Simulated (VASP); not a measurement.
# SiO2 (P4_2/mnm) in VASP: phonons with PBE+D3(BJ)

Aim: the phonons of SiO2 with PBE+D3(BJ).

All numbers are computed with VASP 6.6.1; they aren't measurements. Logs are shortened: lines on timing, memory, paths and dates and some standing lists are left out, and cuts for length are marked.

## Step 1: The cell of the first run

Symmetry: P4_2/mnm, No. 136, tetragonal system. Conventional cell: a = 4.177 Å, b = 4.177 Å, c = 2.665 Å, α = 90.00°, β = 90.00°, γ = 90.00°. Si (site symmetry mmm) has 6 O at 1.76 to 1.81 Å within 2.3 Å. O (site symmetry m2m) has 3 Si at 1.76 to 1.81 Å and 1 O at 2.29 Å within 2.3 Å.

## Step 2: Phonons, PBE+D3(BJ)

File INCAR:

```
PREC = Accurate ; ENCUT = 520
EDIFF = 1E-8 ; ISMEAR = 0
SIGMA = 0.01 ; LREAL = F
LASPH = T ; NELM = 80
ALGO = Normal ; ISIF = 2
LWAVE = F ; LCHARG = T
GGA = PE ; IVDW = 12
NBANDS = 25 ; IBRION = 6
NFREE = 2 ; POTIM = 0.015
NSW = 1
```

File KPOINTS:

```
regular mesh
0
Gamma
  4 4 6
```

File POSCAR:

```
SiO2
1.0
    4.1773000000      0.0000000000      0.0000000000
    0.0000000000      4.1773000000      0.0000000000
    0.0000000000      0.0000000000      2.6652000000
Si O
2 4
Direct
    0.0000000000      0.0000000000      0.0000000000
    0.5000000000      0.5000000000      0.5000000000
    0.3059000000      0.3059000000      0.0000000000
    0.1941000000      0.8059000000      0.5000000000
    0.6941000000      0.6941000000      0.0000000000
    0.8059000000      0.1941000000      0.5000000000
```

Potentials or basis: VASP PAW PBE potentials, release 64 (Si, O).

Command:

```
> cat potpaw_PBE.64/Si/POTCAR potpaw_PBE.64/O/POTCAR > POTCAR
> mpirun -np 1 vasp_std > vasp.out
```

OUTCAR:

```text
PREC = Accurate
   ENCUT = 520
   EDIFF = 1E-8
   ISMEAR = 0
   LREAL = F
   LASPH = T
   NELM = 80
   ISIF = 2
   GGA = PE
   IVDW = 12
   IBRION = 6
   NFREE = 2
   POTIM = 0.015
   NSW = 1
 IVDW          = 12

 ion  position               nearest neighbor table
   1  0.000  0.000  0.000-   4 1.76   6 1.76   4 1.76   6 1.76   5 1.81   3 1.81
   2  0.500  0.500  0.500-   3 1.76   5 1.76   3 1.76   5 1.76   4 1.81   6 1.81
   3  0.306  0.306  0.000-   2 1.76   2 1.76   1 1.81
   4  0.194  0.806  0.500-   1 1.76   1 1.76   2 1.81
   5  0.694  0.694  0.000-   2 1.76   2 1.76   1 1.81
   6  0.806  0.194  0.500-   1 1.76   1 1.76   2 1.81

  LATTYP: Found a simple tetragonal cell.
 ALAT       =     4.1773000000
 C/A-ratio  =     0.6380197735

  Lattice vectors:

 A1 = (   4.1773000000,   0.0000000000,   0.0000000000)
 A2 = (   0.0000000000,   4.1773000000,   0.0000000000)
 A3 = (   0.0000000000,   0.0000000000,   2.6652000000)

Analysis of symmetry for initial positions (statically):
=====================================================================
 Subroutine PRICEL returns:
 Original cell was already a primitive cell.

 Routine SETGRP: Setting up the symmetry group for a
 simple tetragonal supercell.

 Subroutine GETGRP returns: Found 16 space group operations
 (whereof  8 operations were pure point group operations)
 out of a pool of 16 trial point group operations.

The static configuration has the point symmetry D_2h.
 The point group associated with its full space group is D_4h.

Analysis of symmetry for dynamics (positions and initial velocities):
=====================================================================
 Subroutine PRICEL returns:
 Original cell was already a primitive cell.

 Routine SETGRP: Setting up the symmetry group for a
 simple tetragonal supercell.

 Subroutine GETGRP returns: Found 16 space group operations
 (whereof  8 operations were pure point group operations)
 out of a pool of 16 trial point group operations.

The dynamic configuration has the point symmetry D_2h.
 The point group associated with its full space group is D_4h.

 Subroutine INISYM returns: Found 16 space group operations
 (whereof  8 operations are pure point group operations),
 and found     1 'primitive' translations

----------------------------------------------------------------------------------------

                                     Primitive cell

  volume of cell :      46.5073

  direct lattice vectors                    reciprocal lattice vectors
     4.177300000  0.000000000  0.000000000     0.239389079  0.000000000  0.000000000
     0.000000000  4.177300000  0.000000000     0.000000000  0.239389079  0.000000000
     0.000000000  0.000000000  2.665200000     0.000000000  0.000000000  0.375206363

  length of vectors
     4.177300000  4.177300000  2.665200000     0.239389079  0.239389079  0.375206363

  position of ions in fractional coordinates (direct lattice)
     0.000000000  0.000000000  0.000000000
     0.500000000  0.500000000  0.500000000
     0.305900000  0.305900000  0.000000000
     0.194100000  0.805900000  0.500000000
     0.694100000  0.694100000  0.000000000
     0.805900000  0.194100000  0.500000000

  ion indices of the primitive-cell ions
   primitive index   ion index
                 1           1
                 2           2
                 3           3
                 4           4
                 5           5
                 6           6

----------------------------------------------------------------------------------------

 KPOINTS: regular mesh

Automatic generation of k-mesh.
 Grid dimensions read from file:
 generate k-points for:    4    4    6

 Generating k-lattice:

  Cartesian coordinates                     Fractional coordinates (reciprocal lattice)
     0.059847270  0.000000000  0.000000000     0.250000000  0.000000000  0.000000000
     0.000000000  0.059847270  0.000000000     0.000000000  0.250000000  0.000000000
     0.000000000  0.000000000  0.062534394     0.000000000  0.000000000  0.166666667

  Length of vectors
     0.059847270  0.059847270  0.062534394

  Shift w.r.t. Gamma in fractional coordinates (k-lattice)
     0.000000000  0.000000000  0.000000000

 Subroutine IBZKPT returns following result:
 ===========================================

 Found     24 irreducible k-points:

 Following reciprocal coordinates:
            Coordinates               Weight
  0.000000  0.000000  0.000000      1.000000
  0.250000  0.000000  0.000000      4.000000
  0.500000  0.000000  0.000000      2.000000
  0.250000  0.250000  0.000000      4.000000
  0.500000  0.250000  0.000000      4.000000
  0.500000  0.500000  0.000000      1.000000
[... 16 lines left out ...]
  0.500000  0.250000  0.500000      4.000000
  0.500000  0.500000  0.500000      1.000000
   k-points           NKPTS =     24   k-points in BZ     NKDIM =     24   number of bands    NBANDS=     25
   number of dos      NEDOS =    301   number of ions     NIONS =      6
   total plane-waves  NPLWV =  20480
   dimension x,y,z NGX =    32 NGY =   32 NGZ =   20
   dimension x,y,z NGXF=    64 NGYF=   64 NGZF=   40
   ions per type =               2   4
   NGX,Y,Z   is equivalent  to a cutoff of  12.74, 12.74, 12.48 a.u.
   NGXF,Y,Z  is equivalent  to a cutoff of  25.47, 25.47, 24.95 a.u.
 SYSTEM =  unknown system
   PREC   = accura    normal or accurate (medium, high low for compatibility)
   ISTART =      0    job   : 0-new  1-cont  2-samecut
   ICHARG =      2    charge: 1-file 2-atom 10-const
   ISPIN  =      1    spin polarized calculation?
   LNONCOLLINEAR =      F non collinear calculations
   LSORBIT =      F    spin-orbit coupling
   LASPH  =      T    aspherical Exc in radial PAW
   ENCUT  =  520.0 eV  38.22 Ry    6.18 a.u.   7.77  7.77  4.96*2*pi/ulx,y,z
   NELM   =     80;   NELMIN=  2; NELMDL= -5     # of ELM steps
   EDIFF  = 0.1E-07   stopping-criterion for ELM
   LREAL  =      F    real-space projection
   EDIFFG = 0.1E-06   stopping-criterion for IOM
   NSW    =    109    number of steps for IOM
   IBRION =      6    ionic relax: 0-MD 1-quasi-New 2-CG
   NFREE  =      2    steps in history (QN), initial steepest desc. (CG)
   ISIF   =      2    stress and relaxation
   ISYM   =      2    0-nonsym 1-usesym 2-fastsym
   POTIM  = 0.0150    time-step for ionic-motion
   TEBEG  =    0.0;   TEEND  =   0.0 temperature during run
   PSTRESS=    0.0 pullay stress
   NELECT =      32.0000    total number of electrons
   NUPDOWN=      -1.0000    fix difference up-down
   EMIN   =  10.00;   EMAX   =-10.00  energy-range for DOS
   EFERMI =   0.00;   METHOD = LEGACY
   ISMEAR =     0;   SIGMA  =   0.01  broadening in eV -4-tet -1-fermi 0-gaus
   EFERMI_NEDOS =   21; number of points for ismear=-14 and -15
   IALGO  =     38    algorithm
   IMIX   =      4    mixing-type and parameters
     AMIX     =   0.40;   BMIX     =  1.00
     AMIX_MAG =   1.60;   BMIX_MAG =  1.00
  volume/ion in A,a.u.               =       7.75        52.31
  Fermi-wavevector in a.u.,A,eV,Ry     =   1.445277  2.731178 28.420200  2.088826
  Thomas-Fermi vector in A             =   2.563477
   LORBIT       =      0    0 simple, 1 ext, 2 COOP (PROOUT), +10 PAW based schemes
   GGA     = PE    functional components
   LHFCALC =     F    Hartree Fock is set to
   AEXX    =    0.0000 exact exchange contribution
   IVDW    =    12    specifies the selected vdW correction
   LEPSILON=     F    determine dielectric tensor
   LRPA    =     F    only Hartree local field effects (RPA)
 finite differences with symmetry
 non-spin polarized calculation
 Gauss-broadening in eV      SIGMA  =   0.01
  energy-cutoff  :      520.00
  volume of cell :       46.51
 maximum number of plane-waves:      1270
 NGX is ok and might be reduce to    32
   NGX = 15   NGY = 15   NGZ =  9

--------------------------------------- Ionic step        1  -------------------------------------------

 number of electron      31.9999975 magnetization

 Free energy of the ion-electron system (eV)
  ---------------------------------------------------
  ext. energy  EPLUGINS =         0.00000000
  ---------------------------------------------------
  free energy    TOTEN  =       -46.25358824 eV

  energy without entropy =      -46.25358824  energy(sigma->0) =      -46.25358824

------------------------ aborting loop because EDIFF is reached ----------------------------------------

 Edisp (eV)   -1.44424

 E8    (eV) :    -0.4967
[... 343 lines left out ...]
--------------------------------------- Ionic step        9  -------------------------------------------

 number of electron      31.9999978 magnetization

 Free energy of the ion-electron system (eV)
  ---------------------------------------------------
  ext. energy  EPLUGINS =         0.00000000
  ---------------------------------------------------
  free energy    TOTEN  =       -46.25127301 eV

  energy without entropy =      -46.25127301  energy(sigma->0) =      -46.25127301

 E-fermi :   8.3030     XC(G=0): -12.2779

 val. band max:        8.2623413066   @ k =   0.0000   0.0000   0.0000
 cond. band min:      13.8861761792   @ k =   0.0000   0.0000   0.0000
 fundamental gap:      5.6238348726
 Fermi energy:         8.3029889040

 k-point     1 :       0.0000    0.0000    0.0000
  band No.  band energies     occupation
      1     -14.3355      2.00000
      2     -10.6976      2.00000
      3     -10.6973      2.00000
      4     -10.4567      2.00000
      5      -2.6407      2.00000
      6       1.8071      2.00000
[... 661 lines left out ...]
     24      22.3019      0.00000
     25      23.9530      0.00000

 [... further k-points ...]

------------------------ aborting loop because EDIFF is reached ----------------------------------------

 Edisp (eV)   -1.44424

 E8    (eV) :    -0.4967
[... 29 lines left out ...]
  FREE ENERGIE OF THE ION-ELECTRON SYSTEM (eV)
  ---------------------------------------------------
  free  energy   TOTEN  =       -47.6955145675 eV

  energy  without entropy=      -47.6955145675  energy(sigma->0) =      -47.69551457

 INTERNAL STRAIN TENSORS FROM DISPLACED ATOMS
 ============================================

 INTERNAL STRAIN TENSOR FOR ION    1 for displacements in x,y,z  (eV/Angst):
          X           Y           Z          XY          YZ          ZX
  --------------------------------------------------------------------------------
  x     0.00000     0.00000     0.00000     0.00000     0.00000     0.00000
  y     0.00000     0.00000     0.00000     0.00000     0.00000     0.00000
  z     0.00000     0.00000     0.00000     0.00000     0.00000     0.00000

 INTERNAL STRAIN TENSOR FOR ION    6 for displacements in x,y,z  (eV/Angst):
          X           Y           Z          XY          YZ          ZX
  --------------------------------------------------------------------------------
  x     9.11403     4.24418     1.10546    -1.74280     0.00000     0.00000
  y    -4.24418    -9.11403    -1.10546     1.74280     0.00000     0.00000
  z     0.00000     0.00000     0.00000     0.00000    -3.41571     3.41571

 Eigenvectors and eigenvalues of the dynamical matrix
 ----------------------------------------------------

   1 f  =   28.506667 THz   179.112673 2PiTHz  950.880066 cm-1   117.894050 meV
             X         Y         Z           dx          dy          dz
      0.000000  0.000000  0.000000    -0.000000    0.000000    0.000000
      2.088650  2.088650  1.332600     0.000000   -0.000000    0.000000
      1.277836  1.277836  0.000000     0.353553    0.353553    0.000000
      0.810814  3.366486  1.332600     0.353553   -0.353553    0.000000
      2.899464  2.899464  0.000000    -0.353553   -0.353553   -0.000000
      3.366486  0.810814  1.332600    -0.353553    0.353553   -0.000000
[... 118 lines left out ...]
  15 f  =    6.283001 THz    39.477260 2PiTHz  209.578356 cm-1    25.984393 meV
             X         Y         Z           dx          dy          dz
      0.000000  0.000000  0.000000     0.000000   -0.000000    0.000000
      2.088650  2.088650  1.332600     0.000000   -0.000000   -0.000000
      1.277836  1.277836  0.000000    -0.353553    0.353553   -0.000000
      0.810814  3.366486  1.332600     0.353553    0.353553    0.000000
      2.899464  2.899464  0.000000     0.353553   -0.353553    0.000000
      3.366486  0.810814  1.332600    -0.353553   -0.353553    0.000000

  16 f/i=    0.000727 THz     0.004570 2PiTHz    0.024260 cm-1     0.003008 meV
             X         Y         Z           dx          dy          dz
      0.000000  0.000000  0.000000     0.196524    0.441669    0.000000
      2.088650  2.088650  1.332600     0.196525    0.441669    0.000000
      1.277836  1.277836  0.000000     0.148350    0.333391    0.000000
      0.810814  3.366486  1.332600     0.148338    0.333385    0.000000
      2.899464  2.899464  0.000000     0.148350    0.333391    0.000000
      3.366486  0.810814  1.332600     0.148338    0.333385    0.000000

  17 f/i=    0.000727 THz     0.004570 2PiTHz    0.024260 cm-1     0.003008 meV
             X         Y         Z           dx          dy          dz
      0.000000  0.000000  0.000000    -0.441669    0.196525    0.000000
      2.088650  2.088650  1.332600    -0.441669    0.196524    0.000000
      1.277836  1.277836  0.000000    -0.333385    0.148338    0.000000
      0.810814  3.366486  1.332600    -0.333391    0.148350    0.000000
      2.899464  2.899464  0.000000    -0.333385    0.148338    0.000000
      3.366486  0.810814  1.332600    -0.333391    0.148350    0.000000

  18 f/i=    0.004567 THz     0.028696 2PiTHz    0.152345 cm-1     0.018888 meV
             X         Y         Z           dx          dy          dz
      0.000000  0.000000  0.000000    -0.000000    0.000000   -0.483318
      2.088650  2.088650  1.332600    -0.000000    0.000000   -0.483318
      1.277836  1.277836  0.000000    -0.000000    0.000000   -0.364968
      0.810814  3.366486  1.332600    -0.000000    0.000000   -0.364968
      2.899464  2.899464  0.000000    -0.000000    0.000000   -0.364968
      3.366486  0.810814  1.332600    -0.000000    0.000000   -0.364968

 ELASTIC MODULI CONTR FROM IONIC RELAXATION (kBar)
 Direction    XX          YY          ZZ          XY          YZ          ZX
 --------------------------------------------------------------------------------
 XX        -996.4410    268.0859    -60.2749      0.0000     -0.0000     -0.0000
 YY         268.0859   -996.4410    -60.2749     -0.0000      0.0000      0.0000
 ZZ         -60.2749    -60.2749     -9.9761      0.0000     -0.0000      0.0000
 XY           0.0000      0.0000      0.0000    -15.7349     -0.0000     -0.0000
 YZ          -0.0000      0.0000     -0.0000     -0.0000    -78.9174      0.0000
 ZX          -0.0000      0.0000      0.0000     -0.0000      0.0000    -78.9174
 --------------------------------------------------------------------------------
```

Run time: 4.3 min. Hardware: 1 thread of Intel Xeon 8259CL, shared host; peak memory 0.22 GiB.

What came out:

- Highest phonon frequency at Γ, LO-TO splitting left out: 951 cm⁻¹
- Dispersion energy per atom: -0.241 eV

Phonon frequencies in cm⁻¹ (negative: imaginary):
| q point | frequencies |
| --- | --- |
| (0.000, 0.000, 0.000) | 0 0 0 210 384 459 459 582 582 588 588 594 667 757 767 829 829 951 |

Caveat: the k points lie up to 0.39 Å⁻¹ apart; the cell stands under pressure or tension, which shifts response properties; three body term missing.
